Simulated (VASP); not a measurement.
# Sc (Fm-3m) in VASP: a series of runs

Sc is run at these levels: PBEsol; tasks: single point.

Program: VASP 6.6.1. These are calculated values, not measurements. Logs are shortened: lines on timing, memory, paths and dates and some standing lists are left out, and cuts for length are marked.

## Step 1: The cell of the first run

It takes space group Fm-3m (No. 225, cubic). The conventional cell has a = 4.550 Å, b = 4.550 Å, c = 4.550 Å, α = 90.00°, β = 90.00°, γ = 90.00°. Sc (site symmetry m-3m) has 12 Sc at 3.22 Å within 4.2 Å.

## Step 2: Single point, PBEsol

Input file INCAR:

```
  ALGO = Normal
  EDIFF = 1E-6
  ENCUT = 520
  GGA = PS
  ISIF = 2
  ISMEAR = -5
  LASPH = True
  LCHARG = True
  LELF = True
  LREAL = False
  LVHAR = True
  LWAVE = False
  NBANDS = 12
  NELM = 100
  PREC = Accurate
  SIGMA = 0.05
```

Input file KPOINTS:

```
k-points
0
Gamma
  10 10 10
```

Input file POSCAR:

```
Sc
1.0
    0.0000000000      2.2749673236      2.2749673236
    2.2749673236      0.0000000000      2.2749673236
    2.2749673236      2.2749673236      0.0000000000
Sc
1
Direct
    0.0000000000      0.0000000000      0.0000000000
```

Potentials or basis: VASP PAW PBE potentials, release 64 (Sc_sv).

The run is started by

```sh
$ cat potpaw_PBE.64/Sc_sv/POTCAR > POTCAR
$ mpirun -np 1 vasp_std > vasp.out
```

OUTCAR:

```text
EDIFF = 1E-6
   ENCUT = 520
   GGA = PS
   ISIF = 2
   ISMEAR = -5
   LASPH = True
   LREAL = False
   NELM = 100
   PREC = Accurate

 ion  position               nearest neighbor table
   1  0.000  0.000  0.000-

  LATTYP: Found a face centered cubic cell.
 ALAT       =     4.5499346472

  Lattice vectors:

 A1 = (   0.0000000000,   2.2749673236,   2.2749673236)
 A2 = (   2.2749673236,   0.0000000000,   2.2749673236)
 A3 = (   2.2749673236,   2.2749673236,   0.0000000000)

Analysis of symmetry for initial positions (statically):
=====================================================================
 Subroutine PRICEL returns:
 Original cell was already a primitive cell.

 Routine SETGRP: Setting up the symmetry group for a
 face centered cubic supercell.

 Subroutine GETGRP returns: Found 48 space group operations
 (whereof 48 operations were pure point group operations)
 out of a pool of 48 trial point group operations.

The static configuration has the point symmetry O_h .

Analysis of symmetry for dynamics (positions and initial velocities):
=====================================================================
 Subroutine PRICEL returns:
 Original cell was already a primitive cell.

 Routine SETGRP: Setting up the symmetry group for a
 face centered cubic supercell.

 Subroutine GETGRP returns: Found 48 space group operations
 (whereof 48 operations were pure point group operations)
 out of a pool of 48 trial point group operations.

The dynamic configuration has the point symmetry O_h .

 Subroutine INISYM returns: Found 48 space group operations
 (whereof 48 operations are pure point group operations),
 and found     1 'primitive' translations

----------------------------------------------------------------------------------------

                                     Primitive cell

  volume of cell :      23.5481

  direct lattice vectors                    reciprocal lattice vectors
     0.000000000  2.274967324  2.274967324    -0.219783377  0.219783377  0.219783377
     2.274967324  0.000000000  2.274967324     0.219783377 -0.219783377  0.219783377
     2.274967324  2.274967324  0.000000000     0.219783377  0.219783377 -0.219783377

  length of vectors
     3.217289643  3.217289643  3.217289643     0.380675975  0.380675975  0.380675975

  position of ions in fractional coordinates (direct lattice)
     0.000000000  0.000000000  0.000000000

  ion indices of the primitive-cell ions
   primitive index   ion index
                 1           1

[... 78 lines left out ...]
   NFREE  =      0    steps in history (QN), initial steepest desc. (CG)
   ISIF   =      2    stress and relaxation
   ISYM   =      2    0-nonsym 1-usesym 2-fastsym
   POTIM  = 0.5000    time-step for ionic-motion
   TEBEG  =    0.0;   TEEND  =   0.0 temperature during run
   PSTRESS=    0.0 pullay stress
   NELECT =      11.0000    total number of electrons
   NUPDOWN=      -1.0000    fix difference up-down
   EMIN   =  10.00;   EMAX   =-10.00  energy-range for DOS
   EFERMI =   0.00;   METHOD = LEGACY
   ISMEAR =    -5;   SIGMA  =   0.05  broadening in eV -4-tet -1-fermi 0-gaus
   EFERMI_NEDOS =   21; number of points for ismear=-14 and -15
   IALGO  =     38    algorithm
   IMIX   =      4    mixing-type and parameters
     AMIX     =   0.40;   BMIX     =  1.00
     AMIX_MAG =   1.60;   BMIX_MAG =  1.00
  volume/ion in A,a.u.               =      23.55       158.91
  Fermi-wavevector in a.u.,A,eV,Ry     =   1.270244  2.400414 21.953278  1.613520
  Thomas-Fermi vector in A             =   2.403242
   LORBIT       =      0    0 simple, 1 ext, 2 COOP (PROOUT), +10 PAW based schemes
   GGA     = PS    functional components
   LHFCALC =     F    Hartree Fock is set to
   AEXX    =    0.0000 exact exchange contribution
   IVDW    =     0    specifies the selected vdW correction
   LEPSILON=     F    determine dielectric tensor
   LRPA    =     F    only Hartree local field effects (RPA)
 non-spin polarized calculation
 Fermi weights with tetrahedron method with Bloechl corrections
  energy-cutoff  :      520.00
  volume of cell :       23.55
 maximum number of plane-waves:       644
   NGX = 11   NGY = 11   NGZ = 11

 number of electron      10.9999997 magnetization

 Free energy of the ion-electron system (eV)
  ---------------------------------------------------
  ext. energy  EPLUGINS =         0.00000000
  ---------------------------------------------------
  free energy    TOTEN  =        -6.55663332 eV

  energy without entropy =       -6.55663332  energy(sigma->0) =       -6.55663332

 E-fermi :   3.8802     XC(G=0): -10.1746

 val. band max:        3.8929142720   @ k =  -0.4000   0.4000   0.2000
 cond. band min:       3.8839861466   @ k =   0.3000   0.3000   0.0000
 fundamental gap:     -0.0089281254
 Fermi energy:         3.8801960824

 k-point     1 :       0.0000    0.0000    0.0000
  band No.  band energies     occupation
      1     -45.1887      2.00000
      2     -23.6636      2.00000
      3     -23.6636      2.00000
      4     -23.6636      2.00000
      5      -1.3786      2.00000
      6       5.5488      0.00000
      7       5.5488      0.00000
      8       5.5488      0.00000
      9       7.0186      0.00000
     10       7.0186      0.00000
     11      16.6810      0.00000
     12      20.2258      0.00000
[... 331 lines left out ...]
 k-point    24 :       0.4000    0.3000    0.0000
  band No.  band energies     occupation
      1     -45.1101      2.00000
      2     -24.0199      2.00000
      3     -23.8059      2.00000
      4     -23.7910      2.00000
      5       1.9006      2.00000
      6       3.6466      2.06528
      7       5.1326      0.00000
      8       7.0526      0.00000
      9       7.6138      0.00000
     10       7.9224      0.00000
     11      14.0175      0.00000
     12      15.2442      0.00000

 [... further k-points ...]
[... 5 lines left out ...]
  --------------------------------------------------------------------------------------
  -------------------------------------------------------------------------------------
  Total        0.0070460      0.0070460      0.0070460     -0.0000000      0.0000000      0.0000000
  in kB        0.4793979      0.4793979      0.4793979     -0.0000000      0.0000000      0.0000000
  external PRESSURE =       0.4793979 kB  Pullay stress =       0.0000000 kB

 VOLUME and BASIS-vectors are now :
 -----------------------------------------------------------------------------
  energy-cutoff  :      520.00
  volume of cell :       23.55
      direct lattice vectors                 reciprocal lattice vectors
     0.000000000  2.274967324  2.274967324    -0.219783377  0.219783377  0.219783377
     2.274967324  0.000000000  2.274967324     0.219783377 -0.219783377  0.219783377
     2.274967324  2.274967324  0.000000000     0.219783377  0.219783377 -0.219783377

 POSITION                                       TOTAL-FORCE (eV/Angst)
 -----------------------------------------------------------------------------------
      0.00000      0.00000      0.00000         0.000000      0.000000      0.000000
 -----------------------------------------------------------------------------------
    total drift:                               -0.000000      0.000000      0.000000

  FREE ENERGIE OF THE ION-ELECTRON SYSTEM (eV)
  ---------------------------------------------------
  free  energy   TOTEN  =        -6.5566333215 eV

  energy  without entropy=       -6.5566333215  energy(sigma->0) =       -6.55663332
```

OSZICAR:

```text
N       E                     dE             d eps       ncg     rms          rms(c)
DAV:   1     0.725064940004E+02    0.72506E+02   -0.50866E+03  1128   0.902E+02
DAV:   2    -0.589129268311E+01   -0.78398E+02   -0.76865E+02  1128   0.288E+02
DAV:   3    -0.727049009948E+01   -0.13792E+01   -0.13521E+01  1488   0.496E+01
DAV:   4    -0.729386184947E+01   -0.23372E-01   -0.23417E-01  1344   0.533E+00
DAV:   5    -0.729429704738E+01   -0.43520E-03   -0.43537E-03  1540   0.726E-01    0.579E+00
DAV:   6    -0.664516192298E+01    0.64914E+00   -0.97045E-01  1680   0.141E+01    0.169E+00
DAV:   7    -0.656215321708E+01    0.83009E-01   -0.18049E-01  1764   0.580E+00    0.541E-01
DAV:   8    -0.655731586325E+01    0.48374E-02   -0.12673E-02  1296   0.162E+00    0.163E-01
DAV:   9    -0.655659091744E+01    0.72495E-03   -0.19139E-03  1672   0.642E-01    0.302E-02
DAV:  10    -0.655664178706E+01   -0.50870E-04   -0.73004E-05  1724   0.110E-01    0.663E-03
DAV:  11    -0.655663378238E+01    0.80047E-05   -0.29457E-06  1708   0.258E-02    0.871E-04
DAV:  12    -0.655663332150E+01    0.46088E-06   -0.17174E-08   652   0.167E-03
   1 F= -.65566333E+01 E0= -.65566333E+01  d E =0.000000E+00
```

Run time: 7.6 s. Hardware: 1 thread of AMD EPYC 9R45 (Zen 5), shared host; peak memory 0.11 GiB.

Results:

- Free energy: -6.5566 eV
- Pressure: 0.0 GPa

Levels at points of the mesh, in eV from the Fermi level:
| k point | band 1 | band 2 | band 3 | band 4 | band 5 | band 6 | band 7 | band 8 | band 9 | band 10 |
| --- | --- | --- | --- | --- | --- | --- | --- | --- | --- | --- |
| (0.00, 0.00, 0.00) | -49.07 | -27.54 | -27.54 | -27.54 | -5.26 | 1.67 | 1.67 | 1.67 | 3.14 | 3.14 |
| (0.50, 0.00, 0.00) | -49.00 | -28.01 | -27.60 | -27.60 | -1.81 | 0.35 | 1.55 | 1.55 | 4.10 | 4.10 |
| (0.50, 0.50, 0.00) | -48.97 | -27.98 | -27.71 | -27.71 | -1.60 | -0.67 | 2.11 | 4.09 | 4.35 | 4.35 |

Caveat: the PAW data sets were made with another functional, which shifts forces and pressure a little; tetrahedron occupations give inexact forces and stress in metals.

## Step 3: Single point, PBEsol

This run uses another cell than the first one, of 24.01 Å³/atom, 1.020 times its volume.

Input file INCAR:

```
PREC = Accurate
ENCUT = 520
EDIFF = 1E-6
ISMEAR = -5
SIGMA = 0.05
LREAL = False
LASPH = True
NELM = 80
ALGO = Fast
ISIF = 2
LWAVE = False
LCHARG = True
GGA = PS
LELF = True
LVHAR = True
NBANDS = 12
```

Input file KPOINTS:

```
regular mesh
0
Gamma
  10 10 10
```

Input file POSCAR:

```
Sc
1.0
    0.0000000000      2.2897402526      2.2897402526
    2.2897402526      0.0000000000      2.2897402526
    2.2897402526      2.2897402526      0.0000000000
Sc
1
Direct
    0.0000000000      0.0000000000      0.0000000000
```

Potentials or basis: VASP PAW PBE potentials, release 64 (Sc_sv).

The run is started by

```sh
$ cat potpaw_PBE.64/Sc_sv/POTCAR > POTCAR
$ mpirun -np 1 vasp_std > vasp.out
```

It took 10 s on 1 thread of AMD EPYC 9R45 (Zen 5), shared host; peak memory 0.11 GiB.

The run converged. Its results:

```yaml
Free_energy: -6.5555 eV
Pressure: -1.0 GPa
```

Levels at points of the mesh, in eV from the Fermi level:
| k point | band 1 | band 2 | band 3 | band 4 | band 5 | band 6 | band 7 | band 8 | band 9 | band 10 |
| --- | --- | --- | --- | --- | --- | --- | --- | --- | --- | --- |
| (0.00, 0.00, 0.00) | -49.12 | -27.61 | -27.61 | -27.61 | -5.22 | 1.64 | 1.64 | 1.64 | 3.07 | 3.07 |
| (0.50, 0.00, 0.00) | -49.05 | -28.05 | -27.67 | -27.67 | -1.78 | 0.31 | 1.52 | 1.52 | 4.01 | 4.01 |
| (0.50, 0.50, 0.00) | -49.03 | -28.02 | -27.76 | -27.76 | -1.56 | -0.64 | 2.03 | 4.00 | 4.25 | 4.25 |

Caveat: the PAW data sets were made with another functional, which shifts forces and pressure a little; tetrahedron occupations give inexact forces and stress in metals.

## Step 4: Single point, PBEsol

This run uses another cell than the first one, of 24.47 Å³/atom, 1.039 times its volume.

Input file INCAR:

```
ALGO = Fast
EDIFF = 1E-6
ENCUT = 520
GGA = PS
ISIF = 2
ISMEAR = -5
LASPH = T
LCHARG = F
LREAL = F
LWAVE = F
NBANDS = 12
NELM = 100
PREC = Accurate
SIGMA = 0.05
```

Input file KPOINTS:

```
k-points
0
Gamma
  10 10 10
```

Input file POSCAR:

```
Sc
1.0
    0.0000000000      2.3043249787      2.3043249787
    2.3043249787      0.0000000000      2.3043249787
    2.3043249787      2.3043249787      0.0000000000
Sc
1
Direct
    0.0000000000      0.0000000000      0.0000000000
```

The run is started by

```sh
$ cat potpaw_PBE.64/Sc_sv/POTCAR > POTCAR
$ mpirun -np 1 vasp_std > vasp.out
```

Run time: 10 s. Hardware: 1 thread of AMD EPYC 9R45 (Zen 5), shared host; peak memory 0.1 GiB.

Results (log left out):

| Property | Result |
| --- | --- |
| Free energy | -6.5517 eV |
| Pressure | -1.9 GPa |

Levels at points of the mesh, in eV from the Fermi level:
```csv
k point,band 2,band 3,band 4,band 5,band 6,band 7,band 8,band 9
"(0.00, 0.00, 0.00)",-27.67,-27.67,-27.67,-5.19,1.62,1.62,1.62,3.01
"(0.50, 0.00, 0.00)",-28.08,-27.73,-27.73,-1.76,0.28,1.50,1.50,3.92
"(0.50, 0.50, 0.00)",-28.06,-27.82,-27.82,-1.52,-0.61,1.97,3.91,4.16
```

Caveat: the PAW data sets were made with another functional, which shifts forces and pressure a little; tetrahedron occupations give inexact forces and stress in metals.

## Step 5: Single point, PBEsol

This run uses another cell than the first one, of 16.87 Å³/atom, 0.717 times its volume.

Input file INCAR:

```
SYSTEM = Sc
PREC = Accurate
ENCUT = 520
EDIFF = 1E-6
ISMEAR = -1
SIGMA = 0.05
LREAL = .False.
LASPH = .True.
NELM = 100
ALGO = Fast
ISIF = 2
LWAVE = .False.
LCHARG = .False.
GGA = PS
NBANDS = 12
```

Input file KPOINTS:

```
regular mesh
0
Gamma
  10 10 10
  0 0 0
```

Input file POSCAR:

```
Sc
1.0
    0.0000000000      2.0358084838      2.0358084838
    2.0358084838      0.0000000000      2.0358084838
    2.0358084838      2.0358084838      0.0000000000
Sc
1
Direct
    0.0000000000      0.0000000000      0.0000000000
```

The run is started by

```sh
$ cat potpaw_PBE.64/Sc_sv/POTCAR > POTCAR
$ mpirun -np 1 vasp_std > vasp.out
```

Run time: 10 s. Hardware: 1 thread of AMD EPYC 7R13 (Zen 3), shared host; peak memory 0.11 GiB.

Results (log left out):

```yaml
Free_energy: -6.0580 eV
Pressure: 30.2 GPa
```

Levels at points of the mesh, in eV from the Fermi level:
```tsv
k point	band 2	band 3	band 4	band 5	band 6	band 7	band 8	band 9
(0.00, 0.00, 0.00)	-26.40	-26.40	-26.40	-5.60	2.05	2.05	2.05	4.29
(0.50, 0.00, 0.00)	-27.75	-26.56	-26.56	-2.24	1.54	1.83	1.83	5.79
(0.50, 0.50, 0.00)	-27.64	-26.86	-26.86	-2.52	-1.38	3.95	5.78	6.19
```

Caveat: the PAW data sets were made with another functional, which shifts forces and pressure a little.

## Step 6: The runs side by side

| cell | smearing | gap on the mesh (eV) | pressure (GPa) |
| --- | --- | --- | --- |
| a = 3.217 Å, angles 60.0°, 1 atom | tetrahedron | none | 0.0 |
| a = 3.238 Å, angles 60.0°, 1 atom | tetrahedron | none | -1.0 |
| a = 3.259 Å, angles 60.0°, 1 atom | tetrahedron | none | -1.9 |
| a = 2.879 Å, angles 60.0°, 1 atom | fermi-dirac 0.05 eV | none | 30.2 |

Alike in all rows: task single point; level PBEsol; potentials or basis VASP PAW PBE potentials, release 64 (Sc_sv); no spin polarisation; k mesh 10 × 10 × 10; cutoff (eV) 520.

Caveats: the PAW data sets were made with another functional, which shifts forces and pressure a little; tetrahedron occupations give inexact forces and stress in metals (some runs).

Absolute energies hang on the potentials; compare differences alone.
